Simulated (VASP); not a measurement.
Here is a VASP 6.6.1 calculation.

INCAR

```
SYSTEM = Mg3Cd2Te3
  PREC = Accurate
  ENCUT = 520
  EDIFF = 1E-7
  ISMEAR = 0
  SIGMA = 0.2
  LREAL = .False.
  LASPH = .True.
  NELM = 100
  ALGO = Normal
  ISIF = 2
  LWAVE = .False.
  LCHARG = .False.
  GGA = PE
  NBANDS = 34
```

The input KPOINTS:

```
Automatic mesh
0
Gamma
  4 4 4
  0 0 0
```

Contents of POSCAR:

```
Mg3Cd2Te3
1.0
   -3.0163250266      3.0163250266      6.6638639766
    3.0163250266     -3.0163250266      6.6638639766
    3.0163250266      3.0163250266     -6.6638639766
Mg Cd Te
3 2 3
Direct
    0.5000000000      0.0000000000      0.5000000000
    0.0000000000      0.5000000000      0.5000000000
    0.5000000000      0.5000000000      0.0000000000
    0.7500000000      0.2500000000      0.5000000000
    0.2500000000      0.7500000000      0.5000000000
    0.0000000000      0.0000000000      0.0000000000
    0.7022646115      0.7022646115      0.0000000000
    0.2977353885      0.2977353885      0.0000000000
```

Potentials or basis: VASP PAW PBE potentials, release 64 (Mg, Cd, Te).

Launch:

```console
$ cat potpaw_PBE.64/Mg/POTCAR potpaw_PBE.64/Cd/POTCAR potpaw_PBE.64/Te/POTCAR > POTCAR
$ mpirun -np 1 vasp_std > vasp.out
```

Question: Predict the largest force.

Answer: 0.007 eV/Å.

Question: Predict the pressure.

Answer: 0.1 GPa.

Stress tensor (GPa, compression positive):
```
0.02 0.00 0.00
0.00 0.02 0.00
0.00 0.00 0.22
```
